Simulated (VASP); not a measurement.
Input of a VASP 6.6.1 run:

INCAR

```
SYSTEM = GaN
ALGO     = Normal         ! electronic algorithm
EDIFF    = 1E-6           ! SCF threshold, eV
ENCUT    = 520            ! plane-wave cutoff, eV
GGA      = PE             ! functional
ISIF     = 2              ! what is computed and relaxed
ISMEAR   = -1             ! smearing method
LASPH    = .TRUE.         ! aspherical terms in the spheres
LCHARG   = .FALSE.        ! write CHGCAR
LREAL    = .FALSE.        ! projectors in reciprocal space
LWAVE    = .FALSE.        ! write WAVECAR
NBANDS   = 16             ! bands
NELM     = 60             ! most SCF steps
PREC     = Accurate       ! precision mode
SIGMA    = 0.02           ! smearing width, eV
```

File KPOINTS:

```
k-points
0
G
  10 10 10
  0 0 0
```

File POSCAR:

```
GaN
1.0
    0.0000000000      2.2489526240      2.2489526240
    2.2296116314      0.0000000000      2.2489526240
    2.2296116314      2.2489526240      0.0000000000
Ga N
1 1
Direct
    0.0000000000      0.0000000000      0.0000000000
    0.7500000000      0.7500000000      0.7500000000
```

Potentials or basis: VASP PAW PBE potentials, release 64 (Ga_d, N).

Run with:

```sh
$ cat potpaw_PBE.64/Ga_d/POTCAR potpaw_PBE.64/N/POTCAR > POTCAR
$ mpirun -np 1 vasp_std > vasp.out
```

Estimate the band gap on the k mesh.

1.79 eV, direct.

Estimate the pressure.

8.0 GPa.

Stress tensor (GPa, compression positive):
```
8.68 0.00 0.00
0.00 7.67 0.00
0.00 0.00 7.67
```

Caveat: the cell differs from its parent crystal (uniaxial x strain -0.9%).
